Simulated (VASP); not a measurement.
Here is a VASP 6.6.1 calculation.

The input INCAR:

```
SYSTEM = CsH5
ALGO = Normal ; EDIFF = 1E-6
ENCUT = 520 ; GGA = PE
ISIF = 2 ; ISMEAR = 0
LASPH = .TRUE. ; LCHARG = .FALSE.
LREAL = .FALSE. ; LWAVE = .FALSE.
NBANDS = 16 ; NELM = 100
PREC = Accurate ; SIGMA = 0.1
```

File KPOINTS:

```
k-points
0
G
  12 12 8
  0 0 0
```

POSCAR

```
CsH5
1.0
    4.4497194877      0.0000000000      0.0000000000
   -2.2248597439      3.8535701161      0.0000000000
    0.0000000000      0.0000000000      5.4828380759
Cs H
1 5
Direct
    0.3333333333      0.6666666667      0.0000000000
    0.7388436894      0.2611563106      0.5000000000
    0.7388436894      0.4776873788      0.5000000000
    0.5223126212      0.2611563106      0.5000000000
    0.0000000000      0.0000000000      0.5000000000
    0.6666666667      0.3333333333      0.0000000000
```

Potentials or basis: VASP PAW PBE potentials, release 64 (Cs_sv, H).

Run with:

```bash
$ cat potpaw_PBE.64/Cs_sv/POTCAR potpaw_PBE.64/H/POTCAR > POTCAR
$ mpirun -np 1 vasp_std > vasp.out
```

**Question.** Predict the largest force.

**Answer.** 0.015 eV/Å.

**Question.** What does it give for the pressure?

**Answer.** 0.0 GPa.

Forces on the atoms (eV/Å):
```
Cs   0.000  0.000  0.000
H   -0.013  0.008  0.000
H    0.000 -0.015  0.000
H    0.013  0.008  0.000
H    0.000  0.000  0.000
H    0.000  0.000  0.000
```
